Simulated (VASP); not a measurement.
Set up this calculation in VASP 6.6.1, as the native input.

| Property | Result |
| --- | --- |
| Task | relaxation of cell and atoms |
| Functional | PBE |
| Dispersion | D3(BJ) |
| Potentials or basis | VASP PAW PBE potentials, release 64 (Mo_sv, S) |
| Cutoff | 600 eV |
| k mesh | 3 × 3 × 3 |
| Occupations | gaussian, width 0.1 eV |
| Spin | no spin polarisation |
| Dipole correction | no |
| Further INCAR settings | LREAL = Auto; ALGO = Fast; EDIFF = 1e-06; ISYM = 0; IBRION = 2; EDIFFG = -0.04; NSW = 45; ISIF = 3 |

The structure of Mo7S12 lies in POSCAR:

```
Mo7S12
1.0
    1.5212102677      4.5558092368     -6.1734474237
    3.0046991788     -3.6022752530     -6.1512051145
   -4.7010697598     -0.9384018098     -6.2302581156
Mo S
7 12
Direct
    0.4628290103      0.8184207294      0.7303843672
    0.7012768775      0.4365251397      0.8295108947
    0.1508807971      0.3184345195      0.5169270354
    0.8592661113      0.7076833387      0.4443190229
    0.2680463767      0.5996464196      0.1231046672
    0.5772005464      0.1154289677      0.2972336089
    0.9716413986      0.9855370326      0.0374426344
    0.6726130652      0.0980758219      0.9658764169
    0.9508882821      0.6680131858      0.1172821416
    0.3827649431      0.5211324372      0.8190477055
    0.1234556673      0.9772713534      0.6965953464
    0.5308201772      0.8051880042      0.4039477218
    0.8209574559      0.3766952718      0.5315964570
    0.2573520969      0.2483194641      0.2316161905
    0.1993534493      0.6232457425      0.4465400160
    0.4545616670      0.1888802415      0.6007571750
    0.8888096578      0.0626751480      0.3236672580
    0.3104038719      0.9266079206      0.0189084885
    0.7762497200      0.7216539264      0.7811581669
```

This cell differs from its parent crystal: atoms taken out.

One way to write it, as run:

INCAR

```
  PREC = Accurate
  ENCUT = 600
  EDIFF = 1E-6
  ISMEAR = 0
  SIGMA = 0.1
  LREAL = Auto
  LASPH = T
  NELM = 80
  ALGO = Fast
  ISIF = 3
  LWAVE = F
  LCHARG = F
  GGA = PE
  IVDW = 12
  IBRION = 2
  NSW = 45
  EDIFFG = -0.04
  ISYM = 0
```

KPOINTS

```
regular mesh
0
Gamma
  3 3 3
```

Potentials or basis: VASP PAW PBE potentials, release 64 (Mo_sv, S).

Command:

```bash
$ cat potpaw_PBE.64/Mo_sv/POTCAR potpaw_PBE.64/S/POTCAR > POTCAR
$ mpirun -np 1 vasp_std > vasp.out
```

It gave:

```
Relaxed volume                        : 19.15 Å³/atom
Relaxed cell                          : a = 7.814 Å, b = 7.735 Å, c = 7.853 Å, α = 63.05°, β = 63.96°, γ = 64.47°
Space group after relaxing (to 0.1 Å) : P1 (No. 1)
Energy gained by relaxing             : 0.4 meV/atom
Ionic steps                           : 10
Pressure after relaxing               : 0.0 GPa
Largest force after relaxing          : 0.027 eV/Å
Band gap on the k mesh                : zero (filled and empty bands touch)
Dispersion energy per atom            : -0.402 eV
```

Caveat: the cell differs from its parent crystal (atoms taken out).

Wall time 2 h on 1 thread of Oxide Virtual Turin-like Processor (shared host), peak memory 0.84 GiB.
